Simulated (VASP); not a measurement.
# FeSi2 (P4/mmm) in VASP: relaxation of cell and atoms with r2SCAN

Aim: the relaxation of cell and atoms of FeSi2 with r2SCAN.

Everything below comes from runs of VASP 6.6.1. Logs are shortened: lines on timing, memory, paths and dates and some standing lists are left out, and cuts for length are marked.

### 1 The cell of the first run

It takes space group P4/mmm (No. 123, tetragonal). The conventional cell has a = 2.684 Å, b = 2.684 Å, c = 5.128 Å, α = 90.00°, β = 90.00°, γ = 90.00°. Fe (site symmetry 4/mmm) has 8 Si at 2.35 Å and 4 Fe at 2.68 Å within 3.1 Å. Within 3.1 Å of Si (site symmetry 4mm) lie 4 Fe at 2.35 Å and 6 Si at 2.36 to 2.77 Å.

### 2 Relaxation of cell and atoms, r2SCAN

Input file POSCAR:

```
FeSi2
1.0
    2.6840000000      0.0000000000      0.0000000000
    0.0000000000      2.6840000000      0.0000000000
    0.0000000000      0.0000000000      5.1280000000
Fe Si
1 2
Direct
    0.0000000000      0.0000000000      0.0000000000
    0.5000000000      0.5000000000      0.2700000000
    0.5000000000      0.5000000000      0.7300000000
```

Input file INCAR.step1:

```
PREC = Accurate
ENCUT = 600
ISMEAR = 0
SIGMA = 0.1
LREAL = F
LASPH = T
NELM = 100
GGA = PE
ALGO = Normal
EDIFF = 1E-4
LWAVE = T
LCHARG = F
```

Input file INCAR.step2:

```
PREC = Accurate
ENCUT = 600
EDIFF = 1E-6
ISMEAR = 0
SIGMA = 0.1
LREAL = F
LASPH = T
NELM = 100
ALGO = Normal
ISIF = 3
LWAVE = F
LCHARG = F
METAGGA = R2SCAN
LMIXTAU = T
IBRION = 2
NSW = 100
EDIFFG = -0.005
ISTART = 1
```

Input file KPOINTS:

```
Automatic mesh
0
Gamma
  16 16 8
```

Potentials or basis: VASP PAW PBE potentials, release 64 (Fe, Si).

The run is started by

```
$ cat potpaw_PBE.64/Fe/POTCAR potpaw_PBE.64/Si/POTCAR > POTCAR
$ cp INCAR.step1 INCAR
$ mpirun -np 1 vasp_std > vasp.out
$ cp INCAR.step2 INCAR
$ mpirun -np 1 vasp_std > vasp.out
```

OUTCAR:

```text
PREC = Accurate
   ENCUT = 600
   EDIFF = 1E-6
   ISMEAR = 0
   LREAL = F
   LASPH = T
   NELM = 100
   ISIF = 3
   METAGGA = R2SCAN
   IBRION = 2
   NSW = 100
   EDIFFG = -0.005
   ISTART = 1

 ion  position               nearest neighbor table
   1  0.000  0.000  0.000-   2 2.35   3 2.35   2 2.35   3 2.35   2 2.35   3 2.35   2 2.35   3 2.35

   2  0.500  0.500  0.270-   1 2.35   1 2.35   1 2.35   1 2.35   3 2.36   3 2.77
   3  0.500  0.500  0.730-   1 2.35   1 2.35   1 2.35   1 2.35   2 2.36   2 2.77

  LATTYP: Found a simple tetragonal cell.
 ALAT       =     2.6840000000
 C/A-ratio  =     1.9105812221

  Lattice vectors:

 A1 = (   2.6840000000,   0.0000000000,   0.0000000000)
 A2 = (   0.0000000000,   2.6840000000,   0.0000000000)
 A3 = (   0.0000000000,   0.0000000000,   5.1280000000)

Analysis of symmetry for initial positions (statically):
=====================================================================
 Subroutine PRICEL returns:
 Original cell was already a primitive cell.

 Routine SETGRP: Setting up the symmetry group for a
 simple tetragonal supercell.

 Subroutine GETGRP returns: Found 16 space group operations
 (whereof 16 operations were pure point group operations)
 out of a pool of 16 trial point group operations.

The static configuration has the point symmetry D_4h.

Analysis of symmetry for dynamics (positions and initial velocities):
=====================================================================
 Subroutine PRICEL returns:
 Original cell was already a primitive cell.

 Routine SETGRP: Setting up the symmetry group for a
 simple tetragonal supercell.

 Subroutine GETGRP returns: Found 16 space group operations
 (whereof 16 operations were pure point group operations)
 out of a pool of 16 trial point group operations.

The dynamic configuration has the point symmetry D_4h.

 Subroutine INISYM returns: Found 16 space group operations
 (whereof 16 operations are pure point group operations),
 and found     1 'primitive' translations

----------------------------------------------------------------------------------------

                                     Primitive cell

  volume of cell :      36.9414

  direct lattice vectors                    reciprocal lattice vectors
     2.684000000  0.000000000  0.000000000     0.372578241  0.000000000  0.000000000
     0.000000000  2.684000000  0.000000000     0.000000000  0.372578241  0.000000000
     0.000000000  0.000000000  5.128000000     0.000000000  0.000000000  0.195007800

  length of vectors
     2.684000000  2.684000000  5.128000000     0.372578241  0.372578241  0.195007800

  position of ions in fractional coordinates (direct lattice)
     0.000000000  0.000000000  0.000000000
     0.500000000  0.500000000  0.270000000
     0.500000000  0.500000000  0.730000000

  ion indices of the primitive-cell ions
   primitive index   ion index
                 1           1
                 2           2
                 3           3

----------------------------------------------------------------------------------------

 KPOINTS: Automatic mesh

Automatic generation of k-mesh.
 Grid dimensions read from file:
 generate k-points for:   16   16    8

 Generating k-lattice:

  Cartesian coordinates                     Fractional coordinates (reciprocal lattice)
     0.023286140  0.000000000  0.000000000     0.062500000  0.000000000  0.000000000
     0.000000000  0.023286140  0.000000000     0.000000000  0.062500000  0.000000000
     0.000000000  0.000000000  0.024375975     0.000000000  0.000000000  0.125000000

  Length of vectors
     0.023286140  0.023286140  0.024375975

  Shift w.r.t. Gamma in fractional coordinates (k-lattice)
     0.000000000  0.000000000  0.000000000

 Subroutine IBZKPT returns following result:
 ===========================================

 Found    225 irreducible k-points:

 Following reciprocal coordinates:
            Coordinates               Weight
  0.000000  0.000000  0.000000      1.000000
  0.062500  0.000000  0.000000      4.000000
  0.125000  0.000000  0.000000      4.000000
  0.187500  0.000000  0.000000      4.000000
  0.250000  0.000000  0.000000      4.000000
  0.312500  0.000000  0.000000      4.000000
[... 16 lines left out ...]
  0.437500  0.125000  0.000000      8.000000
  0.500000  0.125000  0.000000      4.000000
 [... further k-points ...]
   k-points           NKPTS =    225   k-points in BZ     NKDIM =    225   number of bands    NBANDS=     12
   number of dos      NEDOS =    301   number of ions     NIONS =      3
   total plane-waves  NPLWV =  24192
   dimension x,y,z NGX =    24 NGY =   24 NGZ =   42
   dimension x,y,z NGXF=    48 NGYF=   48 NGZF=   84
   ions per type =               1   2
   NGX,Y,Z   is equivalent  to a cutoff of  14.87, 14.87, 13.62 a.u.
   NGXF,Y,Z  is equivalent  to a cutoff of  29.73, 29.73, 27.23 a.u.
 SYSTEM =  unknown system
   PREC   = accura    normal or accurate (medium, high low for compatibility)
   ISTART =      1    job   : 0-new  1-cont  2-samecut
   ICHARG =      0    charge: 1-file 2-atom 10-const
   ISPIN  =      1    spin polarized calculation?
   LNONCOLLINEAR =      F non collinear calculations
   LSORBIT =      F    spin-orbit coupling
   LASPH  =      T    aspherical Exc in radial PAW
   ENCUT  =  600.0 eV  44.10 Ry    6.64 a.u.   5.36  5.36 10.24*2*pi/ulx,y,z
   NELM   =    100;   NELMIN=  2; NELMDL=  0     # of ELM steps
   EDIFF  = 0.1E-05   stopping-criterion for ELM
   LREAL  =      F    real-space projection
   EDIFFG = -.5E-02   stopping-criterion for IOM
   NSW    =    100    number of steps for IOM
   IBRION =      2    ionic relax: 0-MD 1-quasi-New 2-CG
   NFREE  =      1    steps in history (QN), initial steepest desc. (CG)
   ISIF   =      3    stress and relaxation
   ISYM   =      2    0-nonsym 1-usesym 2-fastsym
   POTIM  = 0.5000    time-step for ionic-motion
   TEBEG  =    0.0;   TEEND  =   0.0 temperature during run
   PSTRESS=    0.0 pullay stress
   NELECT =      16.0000    total number of electrons
   NUPDOWN=      -1.0000    fix difference up-down
   EMIN   =  10.00;   EMAX   =-10.00  energy-range for DOS
   EFERMI =   0.00;   METHOD = LEGACY
   ISMEAR =     0;   SIGMA  =   0.10  broadening in eV -4-tet -1-fermi 0-gaus
   EFERMI_NEDOS =   21; number of points for ismear=-14 and -15
   IALGO  =     38    algorithm
   IMIX   =      4    mixing-type and parameters
     AMIX     =   0.40;   BMIX     =  1.00
     AMIX_MAG =   1.60;   BMIX_MAG =  1.00
  volume/ion in A,a.u.               =      12.31        83.10
  Fermi-wavevector in a.u.,A,eV,Ry     =   1.238636  2.340683 20.874330  1.534220
  Thomas-Fermi vector in A             =   2.373153
   LORBIT       =      0    0 simple, 1 ext, 2 COOP (PROOUT), +10 PAW based schemes
   METAGGA = R2SCAN    functional components
   LHFCALC =     F    Hartree Fock is set to
   AEXX    =    0.0000 exact exchange contribution
   IVDW    =     0    specifies the selected vdW correction
   LEPSILON=     F    determine dielectric tensor
   LRPA    =     F    only Hartree local field effects (RPA)
 conjugate gradient relaxation of ions
 non-spin polarized calculation
 Gauss-broadening in eV      SIGMA  =   0.10
  energy-cutoff  :      600.00
  volume of cell :       36.94
 maximum number of plane-waves:      1253
 NGX is ok and might be reduce to    24
   NGX = 11   NGY = 11   NGZ = 21

--------------------------------------- Ionic step        1  -------------------------------------------

 number of electron      16.0000000 magnetization

 Free energy of the ion-electron system (eV)
  ---------------------------------------------------
  ext. energy  EPLUGINS =         0.00000000
  ---------------------------------------------------
  free energy    TOTEN  =       -32.55937099 eV

  energy without entropy =      -32.55418585  energy(sigma->0) =      -32.55677842

------------------------ aborting loop because EDIFF is reached ----------------------------------------

  FORCE on cell =-STRESS in cart. coord.  units (eV):
  Direction    XX          YY          ZZ          XY          YZ          ZX
  --------------------------------------------------------------------------------------
  -------------------------------------------------------------------------------------
  Total       -0.1543747     -0.1543747     -0.5307797      0.0000000      0.0000000      0.0000000
  in kB       -6.6953576     -6.6953576    -23.0203474      0.0000000      0.0000000      0.0000000
  external PRESSURE =     -12.1370208 kB  Pullay stress =       0.0000000 kB
[... 92 lines left out ...]
  FREE ENERGIE OF THE ION-ELECTRON SYSTEM (eV)
  ---------------------------------------------------
  free  energy   TOTEN  =       -32.5622367621 eV

  energy  without entropy=      -32.5571082165  energy(sigma->0) =      -32.55967249

[... ionic steps 4 to 13 ...]

--------------------------------------- Ionic step       14  -------------------------------------------

 number of electron      15.9999999 magnetization

------------------------ aborting loop because EDIFF is reached ----------------------------------------

  FORCE on cell =-STRESS in cart. coord.  units (eV):
  Direction    XX          YY          ZZ          XY          YZ          ZX
  --------------------------------------------------------------------------------------
  -------------------------------------------------------------------------------------
  Total       -0.0230304     -0.0230304     -0.0247638      0.0000000      0.0000000      0.0000000
  in kB       -1.0053497     -1.0053497     -1.0810206      0.0000000      0.0000000      0.0000000
  external PRESSURE =      -1.0305733 kB  Pullay stress =       0.0000000 kB
[... 59 lines left out ...]
  energy  without entropy=      -32.5571932607  energy(sigma->0) =      -32.55976527

--------------------------------------- Ionic step       16  -------------------------------------------

 number of electron      15.9999999 magnetization

 Free energy of the ion-electron system (eV)
  ---------------------------------------------------
  ext. energy  EPLUGINS =         0.00000000
  ---------------------------------------------------
  free energy    TOTEN  =       -32.56233736 eV

  energy without entropy =      -32.55719368  energy(sigma->0) =      -32.55976552

 E-fermi :  10.2085     XC(G=0): -12.8359

 val. band max:       10.2056809941   @ k =   0.4375   0.2500   0.0000
 cond. band min:      10.2322252801   @ k =   0.3750   0.1875   0.0000
 fundamental gap:      0.0265442860
 Fermi energy:        10.2084658469

 k-point     1 :       0.0000    0.0000    0.0000
  band No.  band energies     occupation
      1      -4.6973      2.00000
      2       0.3930      2.00000
      3       1.6166      2.00000
      4       6.4796      2.00000
      5       8.3782      2.00000
      6       8.4533      2.00000
      7       8.4533      2.00000
      8       9.2016      2.00000
      9      14.9573      0.00000
     10      14.9573      0.00000
     11      17.1205      0.00000
     12      17.6098      0.00000
[... 331 lines left out ...]
 k-point    24 :       0.5000    0.1250    0.0000
  band No.  band energies     occupation
      1      -0.1911      2.00000
      2       1.9410      2.00000
      3       3.0190      2.00000
      4       5.1666      2.00000
      5       5.8161      2.00000
      6       7.1617      2.00000
      7       7.8658      2.00000
      8       9.2050      2.00000
      9      10.3083      0.15795
     10      11.7039      0.00000
     11      12.7229      0.00000
     12      15.6484      0.00000

 [... further k-points ...]
[... 5 lines left out ...]
  --------------------------------------------------------------------------------------
  -------------------------------------------------------------------------------------
  Total       -0.0107366     -0.0107366      0.0044083      0.0000000      0.0000000     -0.0000000
  in kB       -0.4688448     -0.4688448      0.1925003      0.0000000      0.0000000     -0.0000000
  external PRESSURE =      -0.2483964 kB  Pullay stress =       0.0000000 kB
[... 18 lines left out ...]
  FREE ENERGIE OF THE ION-ELECTRON SYSTEM (eV)
  ---------------------------------------------------
  free  energy   TOTEN  =       -32.5623373582 eV

  energy  without entropy=      -32.5571936847  energy(sigma->0) =      -32.55976552

 reached required accuracy - stopping structural energy minimisation
```

It took 15 min on 1 thread of Intel Xeon 6975P-C (Granite Rapids), shared host; peak memory 0.28 GiB.

Results:

| Item | Value |
| --- | --- |
| Free energy | -32.5623 eV |
| Relaxed volume | 12.23 Å³/atom |
| Relaxed cell | a = 2.680 Å, b = 2.680 Å, c = 5.107 Å, α = 90.00°, β = 90.00°, γ = 90.00° |
| Space group after relaxing (to 0.1 Å) | P4/mmm (No. 123) |
| Energy gained by relaxing | 1.0 meV/atom |
| Ionic steps | 16 |
| Pressure after relaxing | 0.0 GPa |
| Band gap on the k mesh | zero (bands 8 and 9 overlap by 0.45 eV) |

Step by step:
```
step  energy change (eV)  largest force (eV/Å)  pressure (GPa)  volume (Å³)
   1              0.0000                0.2214           -1.21        36.94
   2             -0.0012                0.0999            1.37        36.44
   3             -0.0029                0.0466            0.25        36.66
   4             -0.0029                0.0403           -0.18        36.73
   5             -0.0030                0.0033           -0.03        36.70
   6             -0.0030                0.0012           -0.24        36.70
   7             -0.0030                0.0023            0.14        36.70
   8             -0.0030                0.0018           -0.15        36.70
   9             -0.0029                0.0075            0.27        36.65
  10             -0.0030                0.0041            0.03        36.68
  11             -0.0030                0.0039            0.13        36.68
  12             -0.0030                0.0041           -0.01        36.68
  13             -0.0030                0.0040            0.08        36.68
  14             -0.0030                0.0011           -0.10        36.70
  15             -0.0030                0.0011           -0.05        36.69
  16             -0.0030                0.0015           -0.02        36.69
```

Final structure:
```
CELL_PARAMETERS angstrom
2.68039 0.00000 0.00000
0.00000 2.68039 0.00000
0.00000 0.00000 5.10684
ATOMIC_POSITIONS crystal
Fe 0.00000 0.00000 0.00000
Si 0.50000 0.50000 0.27144
Si 0.50000 0.50000 0.72856
```

Caveat: the PAW data sets were made with another functional, which shifts forces and pressure a little; the run has no spin polarisation, though such a crystal can be magnetic.
